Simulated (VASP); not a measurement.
The system is Au.

```
Au
1.0
     2.88617    0.00000    0.00000
    -1.44308    2.49949    0.00000
     0.00000    0.00000    4.71311
Au
2
Direct
  0.33333 0.66667 0.25000
  0.66667 0.33333 0.75000
```

- Program: VASP 6.6.1
- Task: relaxation of cell and atoms
- Functional: LDA
- Potentials or basis: VASP PAW LDA potentials, release 64 (Au)
- Cutoff: 500 eV
- k mesh: 18 × 18 × 10
- Occupations: gaussian, width 0.1 eV
- Spin: no spin polarisation

At the start: pressure -3.9 GPa; volume 17.00 Å³/atom.

Q: Where does the relaxation end?

A: Over 10 steps the energy falls by 6.4 meV/atom and the volume is 16.63 Å³/atom (-2.2 %); space group P6_3/mmc (No. 194, to 0.05 Å).

The path:
```csv
step,energy change (eV),largest force (eV/Å),pressure (GPa),volume (Å³)
1,0.0000,0.0000,-3.89,34.00
2,0.0185,0.0000,8.13,32.01
3,-0.0104,0.0000,0.19,33.23
4,-0.0104,0.0000,0.26,33.21
5,-0.0122,0.0000,0.19,33.22
6,-0.0128,0.0000,0.16,33.23
7,-0.0128,0.0000,0.17,33.23
8,-0.0128,0.0000,0.16,33.23
9,-0.0128,0.0000,-0.33,33.32
10,-0.0128,0.0000,0.00,33.26
```

Final structure:
```
CELL_PARAMETERS angstrom
2.84312 0.00000 0.00000
-1.42156 2.46221 0.00000
0.00000 0.00000 4.75103
ATOMIC_POSITIONS crystal
Au 0.33333 0.66667 0.25000
Au 0.66667 0.33333 0.75000
```
